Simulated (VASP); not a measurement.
Here is a VASP 6.6.1 calculation.

File INCAR:

```
PREC = Accurate
ENCUT = 520
EDIFF = 1E-6
ISMEAR = 0
SIGMA = 0.03
LREAL = F
LASPH = T
NELM = 80
ALGO = Normal
ISIF = 2
LWAVE = F
LCHARG = F
GGA = PS
IVDW = 12
NBANDS = 28
```

The input KPOINTS:

```
regular mesh
0
Gamma
  8 8 6
```

The input POSCAR:

```
SnSe
1.0
    4.2571363761      0.0000000000      0.0000000000
    0.0000000000      4.2571363761      0.0000000000
    0.0000000000      0.0000000000      6.7200000000
Sn Se
2 2
Direct
    0.5000000000      0.0000000000      0.2500241371
    0.0000000000      0.5000000000      0.7499758629
    0.5000000000      0.0000000000      0.7499817524
    0.0000000000      0.5000000000      0.2500182476
```

Potentials or basis: VASP PAW PBE potentials, release 64 (Sn_d, Se).

Run with:

```console
$ cat potpaw_PBE.64/Sn_d/POTCAR potpaw_PBE.64/Se/POTCAR > POTCAR
$ mpirun -np 1 vasp_std > vasp.out
```

Task: Predict the pressure.

Result: -4.1 GPa.

Task: Estimate the dispersion energy per atom.

Result: -0.305 eV.

Task: Estimate the band gap on the k mesh.

Result: 0.20 eV.

Stress tensor (GPa, compression positive):
```
-2.08  0.00  0.00
 0.00 -2.08  0.00
 0.00  0.00 -8.04
```

Caveat: the stress differs along the axes, from -8 to -2 GPa; semilocal functionals underestimate gaps, and a narrow one can read as zero; the PAW data sets were made with another functional, which shifts forces and pressure a little; spin-orbit coupling is left out, which moves the levels of the heavy elements. A k mesh can miss the band edges.
